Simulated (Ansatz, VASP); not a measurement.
# One calculation of SiN2, two programs

```
Si N
1.0
     2.93836    0.01325    0.00715
    -1.45771    2.44010   -0.01155
     0.02607   -0.03359   10.51205
Si N
2 4
Direct
  0.24777 0.65544 0.23461
  0.74310 0.37345 0.76210
  0.38432 0.72056 0.67966
  0.70211 0.32370 0.16029
  0.27326 0.67889 0.84441
  0.64944 0.24796 0.31893
```

Change from the starting cell: 2H molybdenite type (P6_3/mmc, No. 194); cell x1, atoms moved at random (sigma 0.15 Å) and cell strained at random (1.5 %), then relaxed without symmetry.

Alike in both runs: task relaxation of cell and atoms; functional PBE; k mesh 6 × 6 × 2; occupations gaussian, width 0.1 eV; no spin polarisation.

|  | VASP | Ansatz |
| --- | --- | --- |
| version | VASP 6.6.1 | Ansatz 0.2.0 |
| potentials or method | VASP PAW PBE potentials, release 64 (Si, N), cutoff 600 eV | scalar-relativistic, plane waves, PAW |
| valence electrons in the cell | 28 | 28 |

Ansatz gave:

* gap on the k mesh at the Fermi level, each at its own relaxed structure (eV): 2.88
* relaxed volume (Å³/atom): 12.21
* relaxed length of the cell vector where the two differ most in proportion (Å): 3.049

What did VASP give for the same quantities?

gap on the k mesh at the Fermi level, each at its own relaxed structure (eV): 2.89; relaxed volume (Å³/atom): 11.91; relaxed length of the cell vector where the two differ most in proportion (Å): 2.938.

The k mesh is coarse, so the values compare programs but aren't converged.
